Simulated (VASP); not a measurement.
Here is a VASP 6.6.1 calculation.

The input INCAR:

```
SYSTEM = LiGa12O18
ALGO = Normal
EDIFF = 1E-7
ENCUT = 520
GGA = PE
ISIF = 2
ISMEAR = -1
LASPH = .TRUE.
LCHARG = .FALSE.
LREAL = Auto
LWAVE = .FALSE.
NBANDS = 154
NELECT = 266.0
NELM = 80
PREC = Accurate
SIGMA = 0.01
```

Contents of KPOINTS:

```
k-points
0
G
  1 1 1
  0 0 0
```

The input POSCAR:

```
LiGa12O18
1.0
    0.0000000000      9.2496621800      0.0000000000
   -1.3977182400      0.0000000000      5.7085775500
    6.2279771500     -1.5416103600      0.0067278600
Ga O Li
12 18 1
Direct
    0.1157827010      0.6706344590      0.6770626986
    0.2334903120      0.2875155561      0.3191432289
    0.3054966939      0.2017830788      0.8256186184
    0.0278437721      0.7860011283      0.1408478375
    0.4429377256      0.6868726215      0.6748614021
    0.5587614738      0.2995910682      0.3178059028
    0.6340317452      0.2076980387      0.8190775615
    0.3653262937      0.7738327433      0.1735729136
    0.7712476129      0.6893416047      0.6791151015
    0.8841299063      0.3446166296      0.3126172274
    0.9749309797      0.2206034511      0.8536282872
    0.6903971472      0.7860998868      0.1615423637
    0.1731658540      0.7214399024     -0.0052959875
    0.1722802545      0.2611063899      1.0043200245
    0.2711970350      0.4161050929      0.6361321795
    0.0355238905      0.6053420988      0.3559355854
    0.0510801201      0.1033135550      0.2931926686
    0.2766515584      0.8899702752      0.6790668278
    0.4981296833      0.7272083689     -0.0045139213
    0.5006144715      0.2552533090      0.9970020853
    0.6088538934      0.4237691560      0.6389713358
    0.3892933502      0.5583017344      0.3536418751
    0.3957526178      0.0869469129      0.3167136357
    0.6089143173      0.8946218066      0.6801626138
    0.8292224420      0.7318458402     -0.0060544089
    0.8263072847      0.2719179508      0.9970912754
    0.9497726531      0.4109057188      0.6407443897
    0.7218227444      0.5739657177      0.3548215254
    0.7344310803      0.0957868476      0.3221458550
    0.9491521879      0.8986678995      0.7144328580
    0.9432251662      0.9890420856      0.4645688469
```

Potentials or basis: VASP PAW PBE potentials, release 64 (Ga_d, O, Li_sv).

Run with:

```sh
$ cat potpaw_PBE.64/Ga_d/POTCAR potpaw_PBE.64/O/POTCAR potpaw_PBE.64/Li_sv/POTCAR > POTCAR
$ mpirun -np 1 vasp_gam > vasp.out
```

Task: Estimate the largest force.

Result: 0.293 eV/Å.

Forces on the atoms (eV/Å):
```
Ga   0.005  0.009  0.047
Ga  -0.018 -0.024  0.020
Ga   0.006 -0.025  0.007
Ga   0.007  0.046  0.017
Ga   0.000  0.003 -0.024
Ga  -0.006 -0.012 -0.002
Ga  -0.011  0.000 -0.014
Ga   0.011 -0.025 -0.001
Ga   0.016  0.058 -0.063
Ga  -0.013  0.035 -0.012
Ga   0.018  0.060  0.019
Ga  -0.015  0.006 -0.024
O    0.015  0.010  0.007
O   -0.006  0.003 -0.002
O    0.017 -0.010  0.013
O    0.013  0.045 -0.026
O    0.029 -0.009  0.003
O   -0.010  0.017  0.014
O   -0.017 -0.007 -0.026
O    0.015  0.009  0.005
O    0.000  0.003  0.015
O   -0.013  0.016  0.002
O    0.020  0.008 -0.046
O   -0.004  0.021 -0.012
O    0.037 -0.001 -0.002
O    0.008  0.003  0.011
O    0.005 -0.034  0.036
O   -0.023  0.002  0.003
O    0.040  0.036 -0.025
O    0.008  0.011 -0.001
Li  -0.133 -0.254  0.061
```

Caveat: the k points lie up to 1.10 Å⁻¹ apart, too coarse for converged energies, forces and pressures; the cell carries a net charge on a neutralising background, which shifts energy and pressure.
